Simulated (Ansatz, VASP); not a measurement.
**Two plane-wave programs on Sn**

Contents of INCAR:

```
SYSTEM = Sn
PREC = Accurate
ENCUT = 520
EDIFF = 1E-6
ISMEAR = 1
SIGMA = 0.2
LREAL = .False.
LASPH = .True.
NELM = 80
ALGO = Normal
ISIF = 2
LWAVE = .False.
LCHARG = .True.
LELF = .True.
LVHAR = .True.
NBANDS = 21
```

The input KPOINTS:

```
regular mesh
0
Gamma
  11 11 8
  0 0 0
```

File POSCAR:

```
Sn
1.0
   -2.8994216605      2.9008009606      1.5581694818
    2.9008009606     -2.8994216605      1.5581694818
    2.8985835788      2.8985835788     -1.5556411493
Sn
2
Direct
    0.0000164062      0.9999835938      0.0000000000
    0.7499835938      0.2500164062      0.5000000000
```

Input for Ansatz:

```yaml
crystal:
  lattice:
    - [-2.8994216605, 2.9008009606, 1.5581694818]
    - [2.9008009606, -2.8994216605, 1.5581694818]
    - [2.8985835788, 2.8985835788, -1.5556411493]
  atoms:
    - { symbol: Sn, position: [1.64062e-05, 0.9999835938, 0.0] }
    - { symbol: Sn, position: [0.7499835938, 0.2500164062, 0.5] }
hamiltonian:
  xc: lda
  pseudopotentials:
    kind: paw
    azcp:
      Sn: "pseudopotentials/Sn.paw.azcp"
basis:
  ecutwfc: 420
  fft_grid_basis: typed
kpoints:
  mp_grid: { grid: [11, 11, 8], shift: [0, 0, 0] }
magnetization:
  spin_polarized: false
scf:
  occupations: { method: methfessel_paxton, width: 0.2 }
  lower_state_search: "off"
output:
  stress: true
  write_density: true
  write_potential: true
  elf: true
  volumetric_format: npy
```

Alike in both runs: task single point; functional LDA; k mesh 11 × 11 × 8; occupations methfessel-paxton of order 1, width 0.2 eV; no spin polarisation.

```csv
,VASP,Ansatz
version,VASP 6.6.1,Ansatz 0.2.0
potentials or method,"VASP PAW LDA potentials, release 64 (Sn_d), cutoff 520 eV","plane waves (420 eV) with PAW, scalar-relativistic"
valence electrons in the cell,28,28
```

Ansatz gave:

| Item | Value |
| --- | --- |
| pressure (GPa) | 0.0 |
| traceless stress, the component that is largest in VASP (GPa) | -0.11 |

**Question.** What did VASP give for the same quantities?

**Answer.** Pressure (GPa): 0.0; traceless stress, the component that is largest in VASP (GPa): -0.10.

Ansatz warns that its potentials were made for another functional, while VASP's fit it. LDA's correlation is that of Perdew and Zunger in VASP and of Perdew and Wang (1992) in Ansatz.
